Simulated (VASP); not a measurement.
# Pt3S (Pm-3m) in VASP: notebook, part 2 of 2

VASP 6.6.1. Earlier steps stand in the parts before.

## (4) Single point, PBE

This run uses another cell than the first one, of 15.73 Å³/atom, 1.003 times its volume.

Contents of INCAR:

```
SYSTEM = Pt3S
PREC = Accurate ; ENCUT = 520
EDIFF = 1E-6 ; ISMEAR = 0
SIGMA = 0.1 ; LREAL = .False.
LASPH = .True. ; NELM = 80
ALGO = Normal ; ISIF = 2
LWAVE = .False. ; LCHARG = .False.
GGA = PE ; NBANDS = 26
```

Contents of KPOINTS:

```
Automatic mesh
0
Gamma
  12 12 12
  0 0 0
```

Contents of POSCAR:

```
Pt3S
1.0
    3.9771953669      0.0000000000      0.0000000000
    0.0000000000      3.9771953669      0.0000000000
    0.0000000000      0.0000000000      3.9771953669
Pt S
3 1
Direct
    0.0000000000      0.5000000000      0.5000000000
    0.5000000000      0.0000000000      0.5000000000
    0.5000000000      0.5000000000      0.0000000000
    0.0000000000      0.0000000000      0.0000000000
```

Potentials or basis: VASP PAW PBE potentials, release 64 (Pt, S).

Started as:

```console
$ cat potpaw_PBE.64/Pt/POTCAR potpaw_PBE.64/S/POTCAR > POTCAR
$ mpirun -np 1 vasp_std > vasp.out
```

OUTCAR:

```text
SYSTEM = Pt3S
   PREC = Accurate
   ENCUT = 520
   EDIFF = 1E-6
   ISMEAR = 0
   LREAL = .False.
   LASPH = .True.
   NELM = 80
   ISIF = 2
   GGA = PE

 ion  position               nearest neighbor table
   1  0.000  0.500  0.500-   2 2.81   3 2.81   4 2.81   3 2.81   4 2.81   2 2.81   4 2.81   4 2.81
                             2 2.81   3 2.81   3 2.81   2 2.81
   2  0.500  0.000  0.500-   1 2.81   3 2.81   4 2.81   3 2.81   4 2.81   1 2.81   3 2.81   3 2.81
                             1 2.81   4 2.81   4 2.81   1 2.81
   3  0.500  0.500  0.000-   1 2.81   2 2.81   4 2.81   1 2.81   2 2.81   2 2.81   4 2.81   2 2.81
                             1 2.81   4 2.81   1 2.81   4 2.81
   4  0.000  0.000  0.000-   1 2.81   2 2.81   3 2.81   1 2.81   2 2.81   1 2.81   3 2.81   1 2.81
                             2 2.81   3 2.81   2 2.81   3 2.81

  LATTYP: Found a simple cubic cell.
 ALAT       =     3.9771953669

  Lattice vectors:

 A1 = (   3.9771953669,   0.0000000000,   0.0000000000)
 A2 = (   0.0000000000,   3.9771953669,   0.0000000000)
 A3 = (   0.0000000000,   0.0000000000,   3.9771953669)

Analysis of symmetry for initial positions (statically):
=====================================================================
 Subroutine PRICEL returns:
 Original cell was already a primitive cell.

 Routine SETGRP: Setting up the symmetry group for a
 simple cubic supercell.

 Subroutine GETGRP returns: Found 48 space group operations
 (whereof 48 operations were pure point group operations)
 out of a pool of 48 trial point group operations.

The static configuration has the point symmetry O_h .

Analysis of symmetry for dynamics (positions and initial velocities):
=====================================================================
 Subroutine PRICEL returns:
 Original cell was already a primitive cell.

 Routine SETGRP: Setting up the symmetry group for a
 simple cubic supercell.

 Subroutine GETGRP returns: Found 48 space group operations
 (whereof 48 operations were pure point group operations)
 out of a pool of 48 trial point group operations.

The dynamic configuration has the point symmetry O_h .

 Subroutine INISYM returns: Found 48 space group operations
[... 118 lines left out ...]
   IALGO  =     38    algorithm
   IMIX   =      4    mixing-type and parameters
     AMIX     =   0.40;   BMIX     =  1.00
     AMIX_MAG =   1.60;   BMIX_MAG =  1.00
  volume/ion in A,a.u.               =      15.73       106.14
  Fermi-wavevector in a.u.,A,eV,Ry     =   1.359144  2.568409 25.133659  1.847272
  Thomas-Fermi vector in A             =   2.485917
   LORBIT       =      0    0 simple, 1 ext, 2 COOP (PROOUT), +10 PAW based schemes
   GGA     = PE    functional components
   LHFCALC =     F    Hartree Fock is set to
   AEXX    =    0.0000 exact exchange contribution
   IVDW    =     0    specifies the selected vdW correction
   LEPSILON=     F    determine dielectric tensor
   LRPA    =     F    only Hartree local field effects (RPA)
 non-spin polarized calculation
 Gauss-broadening in eV      SIGMA  =   0.10
  energy-cutoff  :      520.00
  volume of cell :       62.91
 maximum number of plane-waves:      1743
 NGX is ok and might be reduce to    30
   NGX = 15   NGY = 15   NGZ = 15

 number of electron      36.0000011 magnetization

 Free energy of the ion-electron system (eV)
  ---------------------------------------------------
  ext. energy  EPLUGINS =         0.00000000
  ---------------------------------------------------
  free energy    TOTEN  =       -20.37134851 eV

  energy without entropy =      -20.32991339  energy(sigma->0) =      -20.35063095

 E-fermi :   9.9878     XC(G=0): -12.7283

 val. band max:        9.9862259470   @ k =   0.2500   0.2500   0.0000
 cond. band min:       9.9919152386   @ k =   0.5000   0.5000   0.3333
 fundamental gap:      0.0056892916
 Fermi energy:         9.9877745675

 k-point     1 :       0.0000    0.0000    0.0000
  band No.  band energies     occupation
      1      -4.8588      2.00000
      2       2.5264      2.00000
      3       4.5991      2.00000
      4       4.5991      2.00000
      5       4.5991      2.00000
      6       4.6195      2.00000
[... 685 lines left out ...]
     25      18.2297      0.00000
     26      20.1063      0.00000

 [... further k-points ...]
[... 5 lines left out ...]
  --------------------------------------------------------------------------------------
  -------------------------------------------------------------------------------------
  Total       -0.1322196     -0.1322196     -0.1322196      0.0000000      0.0000000      0.0000000
  in kB       -3.3672519     -3.3672519     -3.3672519      0.0000000      0.0000000      0.0000000
  external PRESSURE =      -3.3672519 kB  Pullay stress =       0.0000000 kB

 VOLUME and BASIS-vectors are now :
 -----------------------------------------------------------------------------
  energy-cutoff  :      520.00
  volume of cell :       62.91
      direct lattice vectors                 reciprocal lattice vectors
     3.977195367  0.000000000  0.000000000     0.251433462  0.000000000  0.000000000
     0.000000000  3.977195367  0.000000000     0.000000000  0.251433462  0.000000000
     0.000000000  0.000000000  3.977195367     0.000000000  0.000000000  0.251433462

 POSITION                                       TOTAL-FORCE (eV/Angst)
 -----------------------------------------------------------------------------------
      0.00000      1.98860      1.98860         0.000000      0.000000      0.000000
      1.98860      0.00000      1.98860         0.000000      0.000000      0.000000
      1.98860      1.98860      0.00000         0.000000      0.000000      0.000000
      0.00000      0.00000      0.00000         0.000000      0.000000      0.000000
 -----------------------------------------------------------------------------------
    total drift:                                0.000000      0.000000     -0.000000

  FREE ENERGIE OF THE ION-ELECTRON SYSTEM (eV)
  ---------------------------------------------------
  free  energy   TOTEN  =       -20.3713485073 eV

  energy  without entropy=      -20.3299133933  energy(sigma->0) =      -20.35063095
```

OSZICAR:

```text
N       E                     dE             d eps       ncg     rms          rms(c)
DAV:   1     0.198006766131E+03    0.19801E+03   -0.17964E+04  4368   0.130E+03
DAV:   2    -0.143383251167E+02   -0.21235E+03   -0.20273E+03  5096   0.279E+02
DAV:   3    -0.211887205391E+02   -0.68504E+01   -0.66688E+01  4900   0.465E+01
DAV:   4    -0.212532924006E+02   -0.64572E-01   -0.64443E-01  4764   0.497E+00
DAV:   5    -0.212539615883E+02   -0.66919E-03   -0.66913E-03  4946   0.532E-01    0.242E+01
DAV:   6    -0.205735803397E+02    0.68038E+00   -0.34362E+00  4864   0.114E+01    0.144E+01
DAV:   7    -0.204735490851E+02    0.10003E+00   -0.13695E+00  4618   0.498E+00    0.627E+00
DAV:   8    -0.203744997117E+02    0.99049E-01   -0.41030E-01  4604   0.398E+00    0.215E+00
DAV:   9    -0.203721077425E+02    0.23920E-02   -0.18704E-02  4550   0.761E-01    0.411E-01
DAV:  10    -0.203713441249E+02    0.76362E-03   -0.30396E-03  4524   0.369E-01    0.137E-01
DAV:  11    -0.203713451456E+02   -0.10207E-05   -0.46905E-05  4610   0.425E-02    0.382E-02
DAV:  12    -0.203713483079E+02   -0.31623E-05   -0.29407E-06  4232   0.113E-02    0.968E-03
DAV:  13    -0.203713485073E+02   -0.19932E-06   -0.88844E-08  2354   0.178E-03
   1 F= -.20371349E+02 E0= -.20350631E+02  d E =-.414351E-01
```

stdout:

```text
POSCAR found type information on POSCAR PtS
 POSCAR found :  2 types and       4 ions
 scaLAPACK will be used
 LDA part: xc-table for (Slater+PW92), standard interpolation
 POSCAR, INCAR and KPOINTS ok, starting setup
 FFT: planning ... GRIDC
 FFT: planning ... GRID_SOFT
 FFT: planning ... GRID
 WAVECAR not read
 entering main loop
```

Run time: 44 s. Hardware: 1 thread of Intel Xeon 6975P-C (Granite Rapids), shared host; peak memory 0.24 GiB.

Results:

| Property | Result |
| --- | --- |
| Free energy | -20.3713 eV |
| Pressure | -0.3 GPa |
| Band gap on the k mesh | zero (band 18 reaches 10.52 eV, above the bottom of band 19 at 9.62 eV) |

Caveat: spin-orbit coupling is left out, which moves the levels of the heavy elements.

## (5) Relaxation of cell and atoms, PBE

Contents of INCAR:

```
SYSTEM = Pt3S
  ALGO = Normal
  EDIFF = 1E-6
  EDIFFG = -0.01
  ENCUT = 600
  GGA = PE
  IBRION = 2
  ISIF = 3
  ISMEAR = 0
  LASPH = .True.
  LCHARG = .False.
  LREAL = .False.
  LWAVE = .False.
  NELM = 100
  NSW = 100
  PREC = Accurate
  SIGMA = 0.1
```

Contents of KPOINTS:

```
k-points
0
Gamma
  12 12 12
  0 0 0
```

Contents of POSCAR:

```
Pt3S
1.0
    3.9732290875      0.0000000000      0.0000000000
    0.0000000000      3.9732290875      0.0000000000
    0.0000000000      0.0000000000      3.9732290875
Pt S
3 1
Direct
    0.0000000000      0.5000000000      0.5000000000
    0.5000000000      0.0000000000      0.5000000000
    0.5000000000      0.5000000000      0.0000000000
    0.0000000000      0.0000000000      0.0000000000
```

Started as:

```console
$ cat potpaw_PBE.64/Pt/POTCAR potpaw_PBE.64/S/POTCAR > POTCAR
$ mpirun -np 1 vasp_std > vasp.out
```

Wall time 68 s (1 thread of Intel Xeon 6975P-C (Granite Rapids), shared host); peak memory 0.27 GiB.

The run converged. Its results:

```
Free energy                            : -20.3719 eV
Relaxed volume                         : 15.71 Å³/atom
Relaxed cell                           : a = 3.975 Å, b = 3.975 Å, c = 3.975 Å, α = 90.00°, β = 90.00°, γ = 90.00°
Space group after relaxing (to 0.05 Å) : Pm-3m (No. 221)
Energy gained by relaxing              : 0.0 meV/atom
Ionic steps                            : 3
Pressure after relaxing                : 0.0 GPa
Band gap on the k mesh                 : zero (band 18 reaches 10.54 eV, above the bottom of band 19 at 9.64 eV)
```

Final structure:
```cif
data_structure
_symmetry_space_group_name_H-M 'P 1'
_symmetry_Int_Tables_number 1
_cell_length_a 3.9753
_cell_length_b 3.9753
_cell_length_c 3.9753
_cell_angle_alpha 90.000
_cell_angle_beta 90.000
_cell_angle_gamma 90.000
_cell_volume 62.82
loop_
_atom_site_label
_atom_site_type_symbol
_atom_site_fract_x
_atom_site_fract_y
_atom_site_fract_z
_atom_site_occupancy
Pt1 Pt 0.00000 0.50000 0.50000 1
Pt2 Pt 0.50000 0.00000 0.50000 1
Pt3 Pt 0.50000 0.50000 0.00000 1
S1 S 0.00000 0.00000 0.00000 1
```

Levels at points of the mesh, in eV from the Fermi level:
```
           k point  band 16  band 17  band 18  band 19  band 20  band 21
(0.00, 0.00, 0.00)    -0.87     0.06     0.53     0.53     0.53     5.79
(0.50, 0.00, 0.00)    -1.71    -0.72     0.35     0.35     0.53     2.95
(0.50, 0.50, 0.00)    -1.55    -1.41     0.34     0.34     1.37     2.56
(0.50, 0.50, 0.50)    -1.63    -0.26     0.10     0.10     0.10     4.02
```

Caveat: spin-orbit coupling is left out, which moves the levels of the heavy elements.

## (6) Summary

```csv
task,cell,k mesh,cutoff (eV),gap on the mesh (eV),pressure (GPa),relaxed volume (Å³/atom)
single point,"a = 3.973 Å, 4 atoms",4 × 4 × 4,520,none,-0.2,-
relaxation of cell and atoms,"relaxed from a = 4.024 Å, 4 atoms",4 × 4 × 4,600,none,-0.1,15.68
single point,"a = 3.977 Å, 4 atoms",12 × 12 × 12,520,none,-0.3,-
relaxation of cell and atoms,"relaxed from a = 3.973 Å, 4 atoms",12 × 12 × 12,600,none,0.0,15.71
```

Alike in all rows: level PBE; potentials or basis VASP PAW PBE potentials, release 64 (Pt, S); no spin polarisation; smearing gaussian 0.1 eV.

Caveats: some runs use coarse meshes; spin-orbit coupling is left out, which moves the levels of the heavy elements.

Absolute energies hang on the potentials; compare differences alone.
